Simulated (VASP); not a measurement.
Write the native input for VASP 6.6.1 that does the following.

- Task: single point
- Functional: PBEsol
- Potentials or basis: VASP PAW PBE potentials, release 64 (Co, Si)
- Cutoff: 520 eV
- k mesh: 10 × 10 × 8
- Occupations: gaussian, width 0.1 eV
- Spin: no spin polarisation
- Dipole correction: no
- Further INCAR settings: ALGO = Normal; EDIFF = 1e-06; NBANDS = 26

The structure of CoSi2 lies in POSCAR:

```
CoSi2
1.0
    2.6562539661      2.6562539661      0.0000000000
   -2.6562539661      2.6562539661      0.0000000000
    0.0000000000      0.0000000000      5.3125079322
Co Si
2 4
Direct
    0.0000000000      0.0000000000      0.0000000000
    0.5000000000      0.5000000000      0.5000000000
    0.0000000000      0.5000000000      0.7500000000
    0.5000000000      0.0000000000      0.7500000000
    0.5000000000      0.0000000000      0.2500000000
    0.0000000000      0.5000000000      0.2500000000
```

These files were run (other wordings do the same):

INCAR

```
PREC = Accurate
ENCUT = 520
EDIFF = 1E-6
ISMEAR = 0
SIGMA = 0.1
LREAL = F
LASPH = T
NELM = 80
ALGO = Normal
ISIF = 2
LWAVE = F
LCHARG = T
GGA = PS
LELF = T
LVHAR = T
NBANDS = 26
```

KPOINTS

```
Automatic mesh
0
Gamma
  10 10 8
```

Potentials or basis: VASP PAW PBE potentials, release 64 (Co, Si).

Run with:

```sh
$ cat potpaw_PBE.64/Co/POTCAR potpaw_PBE.64/Si/POTCAR > POTCAR
$ mpirun -np 1 vasp_std > vasp.out
```

Results of the run:

| Property | Result |
| --- | --- |
| Pressure | 0.1 GPa |
| Band gap on the k mesh | zero (bands 17 and 18 overlap by 3.18 eV) |

Caveat: the PAW data sets were made with another functional, which shifts forces and pressure a little; the run has no spin polarisation, though such a crystal can be magnetic.

Run time: 4.7 min on 1 thread of Intel Xeon 8259CL, on a shared host, peak memory 0.3 GiB.
